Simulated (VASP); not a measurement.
# RbCl (Fm-3m) in VASP: vibrations by perturbation theory with PBE

Aim: the vibrations by perturbation theory of RbCl with PBE.

All numbers are computed with VASP 6.6.1; they aren't measurements. Logs are shortened: lines on timing, memory, paths and dates and some standing lists are left out, and cuts for length are marked.

### Step 1. The cell of the first run

The structure is cubic, space group Fm-3m (No. 225). Conventional cell: a = 6.699 Å, b = 6.699 Å, c = 6.699 Å, α = 90.00°, β = 90.00°, γ = 90.00°. Rb (site symmetry m-3m) has 6 Cl at 3.35 Å within 4.4 Å. Cl (site symmetry m-3m) has 6 Rb at 3.35 Å within 4.4 Å.

### Step 2. Vibrations by perturbation theory, PBE

Contents of INCAR:

```
SYSTEM = RbCl
  PREC = Accurate
  ENCUT = 500
  EDIFF = 1E-8
  ISMEAR = 0
  SIGMA = 0.01
  LREAL = .FALSE.
  LASPH = .TRUE.
  NELM = 120
  ALGO = Normal
  ISIF = 2
  LWAVE = .FALSE.
  LCHARG = .TRUE.
  GGA = PE
  IBRION = 8
  NSW = 1
  LEPSILON = .TRUE.
  GGA_COMPAT = .FALSE.
```

Contents of KPOINTS:

```
Automatic mesh
0
G
  8 8 8
  0 0 0
```

Contents of POSCAR:

```
RbCl
1.0
    0.0000000000      3.3494727620      3.3494727620
    3.3494727620      0.0000000000      3.3494727620
    3.3494727620      3.3494727620      0.0000000000
Rb Cl
1 1
Direct
    0.0000000000      0.0000000000      0.0000000000
    0.5000000000      0.5000000000      0.5000000000
```

Potentials or basis: VASP PAW PBE potentials, release 64 (Rb_sv, Cl).

Started as:

```
> cat potpaw_PBE.64/Rb_sv/POTCAR potpaw_PBE.64/Cl/POTCAR > POTCAR
> mpirun -np 1 vasp_std > vasp.out
```

OUTCAR:

```text
SYSTEM = RbCl
   PREC = Accurate
   ENCUT = 500
   EDIFF = 1E-8
   ISMEAR = 0
   LREAL = .FALSE.
   LASPH = .TRUE.
   NELM = 120
   ISIF = 2
   GGA = PE
   IBRION = 8
   NSW = 1
   LEPSILON = .TRUE.

 ion  position               nearest neighbor table
   1  0.000  0.000  0.000-   2 3.35   2 3.35   2 3.35   2 3.35   2 3.35   2 3.35
   2  0.500  0.500  0.500-   1 3.35   1 3.35   1 3.35   1 3.35   1 3.35   1 3.35

  LATTYP: Found a face centered cubic cell.
 ALAT       =     6.6989455240

  Lattice vectors:

 A1 = (   0.0000000000,   3.3494727620,   3.3494727620)
 A2 = (   3.3494727620,   0.0000000000,   3.3494727620)
 A3 = (   3.3494727620,   3.3494727620,   0.0000000000)

Analysis of symmetry for initial positions (statically):
=====================================================================
 Subroutine PRICEL returns:
 Original cell was already a primitive cell.

 Routine SETGRP: Setting up the symmetry group for a
 face centered cubic supercell.

 Subroutine GETGRP returns: Found 48 space group operations
 (whereof 48 operations were pure point group operations)
 out of a pool of 48 trial point group operations.

The static configuration has the point symmetry O_h .

Analysis of symmetry for dynamics (positions and initial velocities):
=====================================================================
 Subroutine PRICEL returns:
 Original cell was already a primitive cell.

 Routine SETGRP: Setting up the symmetry group for a
 face centered cubic supercell.

 Subroutine GETGRP returns: Found 48 space group operations
 (whereof 48 operations were pure point group operations)
 out of a pool of 48 trial point group operations.

The dynamic configuration has the point symmetry O_h .

 Subroutine INISYM returns: Found 48 space group operations
 (whereof 48 operations are pure point group operations),
 and found     1 'primitive' translations

[... 590 lines left out ...]
    -0.00500  0.00000  0.00000
     0.00000  0.00105  0.00000
     0.00000  0.00000  0.00105

 MACROSCOPIC STATIC DIELECTRIC TENSOR (including local field effects in DFT)
 ------------------------------------------------------
           2.282013     0.000000    -0.000000
          -0.000000     2.282013     0.000000
          -0.000000     0.000000     2.282013
 ------------------------------------------------------

 PIEZOELECTRIC TENSOR (including local field effects)  for field in x, y, z        (e  Angst)
          XX          YY          ZZ          XY          YZ          ZX
  --------------------------------------------------------------------------------
  x     0.00000     0.00000     0.00000     0.00000     0.00000     0.00000
  y     0.00000     0.00000     0.00000     0.00000     0.00000     0.00000
  z     0.00000     0.00000     0.00000     0.00000     0.00000     0.00000

 PIEZOELECTRIC TENSOR (including local field effects)  for field in x, y, z        (C/m^2)
          XX          YY          ZZ          XY          YZ          ZX
  --------------------------------------------------------------------------------
  x     0.00000     0.00000     0.00000     0.00000     0.00000     0.00000
  y     0.00000     0.00000     0.00000     0.00000     0.00000     0.00000
  z     0.00000     0.00000     0.00000     0.00000     0.00000     0.00000

 BORN EFFECTIVE CHARGES (including local field effects) (in |e|, cummulative output)
 ---------------------------------------------------------------------------------
 ion    1
    1     1.16597     0.00000     0.00000
    2     0.00000     1.16597     0.00000
    3     0.00000     0.00000     1.16597
 ion    2
    1    -1.16597     0.00000     0.00000
    2     0.00000    -1.16597     0.00000
    3     0.00000     0.00000    -1.16597

 INTERNAL STRAIN TENSOR FOR ION    2 for displacements in x,y,z  (eV/Angst):
          X           Y           Z          XY          YZ          ZX
  --------------------------------------------------------------------------------
  x     0.00000     0.00000     0.00000     0.00000     0.00000     0.00000
  y     0.00000     0.00000     0.00000     0.00000     0.00000     0.00000
  z     0.00000     0.00000     0.00000     0.00000     0.00000     0.00000

 SECOND DERIVATIVES (NOT SYMMETRIZED)
 ------------------------------------
               1X          1Y          1Z          2X          2Y          2Z
  1X    -0.962915    0.000000    0.000000    0.962915    0.000000    0.000000
  1Y     0.000000   -0.962915    0.000000    0.000000    0.962915    0.000000
  1Z     0.000000    0.000000   -0.962915    0.000000    0.000000    0.962915
  2X     0.961523    0.000000    0.000000   -0.961523    0.000000    0.000000
  2Y     0.000000    0.961523    0.000000    0.000000   -0.961523    0.000000
  2Z     0.000000    0.000000    0.961523    0.000000    0.000000   -0.961523

 Eigenvectors and eigenvalues of the dynamical matrix
 ----------------------------------------------------

   1 f  =    3.062988 THz    19.245321 2PiTHz  102.170283 cm-1    12.667495 meV
             X         Y         Z           dx          dy          dz
      0.000000  0.000000  0.000000     0.000000    0.541748   -0.000000
      3.349473  3.349473  3.349473    -0.000000   -0.840541   -0.000000
[... 21 lines left out ...]
   6 f/i=    0.001009 THz     0.006339 2PiTHz    0.033654 cm-1     0.004173 meV
             X         Y         Z           dx          dy          dz
      0.000000  0.000000  0.000000     0.004354   -0.022563    0.840227
      3.349473  3.349473  3.349473     0.002807   -0.014543    0.541546

--------------------------------------------------------------------------------------------------------

 MACROSCOPIC STATIC DIELECTRIC TENSOR IONIC CONTRIBUTION
 ------------------------------------------------------
           3.401784     0.000000     0.000000
           0.000000     3.401784     0.000000
           0.000000     0.000000     3.401784
 ------------------------------------------------------

 ELASTIC MODULI CONTR FROM IONIC RELAXATION (kBar)
 Direction    XX          YY          ZZ          XY          YZ          ZX
 --------------------------------------------------------------------------------
 XX           0.0000      0.0000      0.0000      0.0000      0.0000      0.0000
 YY           0.0000      0.0000      0.0000      0.0000      0.0000      0.0000
 ZZ           0.0000      0.0000      0.0000      0.0000      0.0000      0.0000
 XY           0.0000      0.0000      0.0000      0.0000      0.0000      0.0000
 YZ           0.0000      0.0000      0.0000      0.0000      0.0000      0.0000
 ZX           0.0000      0.0000      0.0000      0.0000      0.0000      0.0000
 --------------------------------------------------------------------------------

 PIEZOELECTRIC TENSOR IONIC CONTR  for field in x, y, z        (C/m^2)
          XX          YY          ZZ          XY          YZ          ZX
  --------------------------------------------------------------------------------
  x     0.00000     0.00000     0.00000     0.00000     0.00000     0.00000
  y     0.00000     0.00000     0.00000     0.00000     0.00000     0.00000
  z     0.00000     0.00000     0.00000     0.00000     0.00000     0.00000
```

OSZICAR:

```text
N       E                     dE             d eps       ncg     rms          rms(c)
DAV:   1     0.917506364639E+02    0.91751E+02   -0.67003E+03   696   0.111E+03
DAV:   2    -0.100095888489E+01   -0.92752E+02   -0.85814E+02  1040   0.194E+02
DAV:   3    -0.693305606347E+01   -0.59321E+01   -0.59086E+01   892   0.544E+01
DAV:   4    -0.705509026775E+01   -0.12203E+00   -0.12197E+00  1052   0.801E+00
[... 215 lines left out ...]
RMM:  13    -0.200686831913E+00    0.93456E-07    0.86314E-07  3185   0.168E-04    0.853E-06
RMM:  14    -0.200686824443E+00    0.74694E-08    0.69801E-07  2993   0.162E-04    0.899E-07
RMM:  15    -0.200686821851E+00    0.25921E-08    0.83036E-07  2412   0.160E-04    0.400E-07
RMM:  16    -0.200686821969E+00   -0.11815E-09    0.80280E-07  1991   0.160E-04    0.124E-07
RMM:  17    -0.200686821501E+00    0.46788E-09    0.80359E-07  1804   0.160E-04    0.696E-08
 Linear response finished
```

It took 6.5 min on 1 thread of Intel Xeon Platinum 8488C (Sapphire Rapids), shared host; peak memory 0.31 GiB.

What came out:

```yaml
Electronic_dielectric_tensor_diagonal: 2.28
Born_charges_mean_of_the_diagonal: Rb +1.17; Cl -1.17 e
Highest_phonon_frequency_at_Γ_LO-TO_splitting_left_out: 102 cm⁻¹
```

Phonon frequencies in cm⁻¹ (negative: imaginary):
| q point | frequencies |
| --- | --- |
| (0.000, 0.000, 0.000) | 0 0 0 102 102 102 |

Electronic dielectric tensor:
```
2.28 0.00 0.00
0.00 2.28 0.00
0.00 0.00 2.28
```

Born effective charge tensors (e):
atom 1, Rb
```
1.17 0.00 0.00
0.00 1.17 0.00
0.00 0.00 1.17
```
atom 2, Cl
```
-1.17  0.00  0.00
 0.00 -1.17  0.00
 0.00  0.00 -1.17
```
